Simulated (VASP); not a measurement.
Set up this calculation in VASP 6.6.1, as the native input.

```
Task                   : relaxation of cell and atoms
Functional             : PBE
Potentials or basis    : VASP PAW PBE potentials, release 64 (Nb_sv, Pd, Se)
Cutoff                 : 600 eV
k mesh                 : 2 × 3 × 2
Occupations            : gaussian, width 0.15 eV
Spin                   : no spin polarisation
Dipole correction      : no
Further INCAR settings : ALGO = Normal; EDIFF = 1e-07; IBRION = 2; EDIFFG = -0.08; NSW = 36; ISIF = 3
```

The structure of Nb2PdSe4 lies in POSCAR:

```
Nb2PdSe4
1.0
    5.9510517400      0.0000000000      0.0000000000
    0.0000000000      3.5293233200      0.0000000000
   -0.0376740600      0.0000000000      7.7513969000
Nb Pd Se
2 1 4
Direct
    0.0000000000      0.5000000000      0.5000000000
    0.5000000000      0.0000000000      0.5000000000
    0.5000000000      0.0000000000      0.0000000000
    0.1621839700      0.0000000000      0.3254596300
    0.6632812000      0.5000000000      0.3251767500
    0.3367188000      0.5000000000      0.6748232500
    0.8378160300      0.0000000000      0.6745403700
```

The input as run:

INCAR

```
PREC = Accurate
ENCUT = 600
EDIFF = 1E-7
ISMEAR = 0
SIGMA = 0.15
LREAL = False
LASPH = True
NELM = 80
ALGO = Normal
ISIF = 3
LWAVE = False
LCHARG = False
GGA = PE
IBRION = 2
NSW = 36
EDIFFG = -0.08
```

KPOINTS

```
regular mesh
0
Gamma
  2 3 2
```

Potentials or basis: VASP PAW PBE potentials, release 64 (Nb_sv, Pd, Se).

The run is started by

```sh
$ cat potpaw_PBE.64/Nb_sv/POTCAR potpaw_PBE.64/Pd/POTCAR potpaw_PBE.64/Se/POTCAR > POTCAR
$ mpirun -np 1 vasp_std > vasp.out
```

It gave:

The relaxed volume is 20.68 Å³/atom and the relaxed cell is a = 6.146 Å, b = 3.673 Å, c = 6.417 Å, α = 90.00°, β = 88.83°, γ = 90.00°. The space group after relaxing (to 0.05 Å) is P2/m (No. 10). The energy gained by relaxing is 637.2 meV/atom. The ionic steps are 26. The pressure after relaxing is -0.3 GPa and the largest force after relaxing is 0.071 eV/Å. The band gap on the k mesh is zero (band 30 reaches 7.19 eV, above the bottom of band 31 at 6.80 eV).

Caveat: the k points lie up to 0.57 Å⁻¹ apart in the final cell; the relaxation stopped at a loose force limit of 0.08 eV/Å, so its end isn't a converged minimum.

Wall time 20 min on 1 thread of Intel(R) Xeon(R) Platinum 8375C CPU @ 2.90GHz (Ice Lake), on a shared host, peak memory 0.33 GiB.
